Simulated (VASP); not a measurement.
Set up this calculation in VASP 6.6.1, as the native input.

- Task: single point
- Functional: r2SCAN
- Potentials or basis: VASP PAW PBE potentials, release 64 (Ni)
- Cutoff: 520 eV
- k mesh: 12 × 12 × 12
- Occupations: fermi-dirac, width 0.1 eV
- Spin: no spin polarisation
- Dipole correction: no
- Further INCAR settings: ALGO = Normal; EDIFF = 1e-06; NBANDS = 17

Crystal: Ni.

```xyz
2
Lattice="0.0000 2.6037 2.6037 2.6037 0.0000 2.6037 2.6037 2.6037 0.0000" Properties=species:S:1:pos:R:3 pbc="T T T"
Ni    0.6509    0.6509    0.6509
Ni    4.5565    4.5565    4.5565
```

This cell differs from its parent crystal: volume scaled by 1.12.

One way to write it, as run:

POSCAR

```
Ni
1.0
    0.0000000000      2.6037263125      2.6037263125
    2.6037263125      0.0000000000      2.6037263125
    2.6037263125      2.6037263125      0.0000000000
Ni
2
Direct
    0.1250000000      0.1250000000      0.1250000000
    0.8750000000      0.8750000000      0.8750000000
```

INCAR.step1

```
PREC = Accurate ; ENCUT = 520
ISMEAR = -1 ; SIGMA = 0.1
LREAL = False ; LASPH = True
NELM = 100 ; NBANDS = 17
GGA = PE ; ALGO = Normal
EDIFF = 1E-4 ; LWAVE = True
LCHARG = False
```

INCAR.step2

```
PREC = Accurate ; ENCUT = 520
EDIFF = 1E-6 ; ISMEAR = -1
SIGMA = 0.1 ; LREAL = False
LASPH = True ; NELM = 100
ALGO = Normal ; ISIF = 2
LWAVE = False ; LCHARG = False
METAGGA = R2SCAN ; LMIXTAU = True
NBANDS = 17 ; ISTART = 1
```

KPOINTS

```
regular mesh
0
Gamma
  12 12 12
```

Potentials or basis: VASP PAW PBE potentials, release 64 (Ni).

Command:

```bash
$ cat potpaw_PBE.64/Ni/POTCAR > POTCAR
$ cp INCAR.step1 INCAR
$ mpirun -np 1 vasp_std > vasp.out
$ cp INCAR.step2 INCAR
$ mpirun -np 1 vasp_std > vasp.out
```

Results of the run:

The pressure is -8.9 GPa. The band gap on the k mesh is zero (band 10 reaches 3.84 eV, above the bottom of band 11 at 3.57 eV).

Caveat: the PAW data sets were made with another functional, which shifts forces and pressure a little; the run has no spin polarisation, though such a crystal can be magnetic.

Wall time 96 s on 1 thread of Intel(R) Xeon(R) Platinum 8488C (Sapphire Rapids), on a shared host, peak memory 0.18 GiB.
